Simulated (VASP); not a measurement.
Here is a VASP 6.6.1 calculation.

POSCAR

```
Mg2Sn
1.0
    0.0000000000      3.3799352829      3.3799352829
    3.3799352829      0.0000000000      3.3799352829
    3.3799352829      3.3799352829      0.0000000000
Sn Mg
1 2
Direct
    0.0000000000      0.0000000000      0.0000000000
    0.2500000000      0.2500000000      0.2500000000
    0.7500000000      0.7500000000      0.7500000000
```

The input INCAR.step1:

```
PREC = Accurate ; ENCUT = 660
ISMEAR = -1 ; SIGMA = 0.02
LREAL = False ; LASPH = True
NELM = 120 ; NBANDS = 16
GGA = PE ; ALGO = Normal
EDIFF = 1E-5 ; LWAVE = True
LCHARG = False ; GGA_COMPAT = False
```

The input INCAR.step2:

```
PREC = Accurate ; ENCUT = 660
EDIFF = 1E-6 ; ISMEAR = -1
SIGMA = 0.02 ; LREAL = False
LASPH = True ; NELM = 120
ALGO = Normal ; ISIF = 2
LWAVE = False ; LCHARG = False
METAGGA = R2SCAN ; LMIXTAU = True
NBANDS = 16 ; ISTART = 1
GGA_COMPAT = False
```

File KPOINTS:

```
regular mesh
0
Gamma
  6 6 6
```

Potentials or basis: VASP PAW PBE potentials, release 64 (Sn_d, Mg).

Command:

```bash
$ cat potpaw_PBE.64/Sn_d/POTCAR potpaw_PBE.64/Mg/POTCAR > POTCAR
$ cp INCAR.step1 INCAR
$ mpirun -np 1 vasp_std > vasp.out
$ cp INCAR.step2 INCAR
$ mpirun -np 1 vasp_std > vasp.out
```

Predict the pressure.

-0.2 GPa.

Predict the band gap on the k mesh.

0.17 eV, indirect (least direct gap 2.00 eV).

Caveat: the PAW data sets were made with another functional, which shifts forces and pressure a little; spin-orbit coupling is left out, which moves the levels of the heavy elements. A k mesh can miss the band edges.
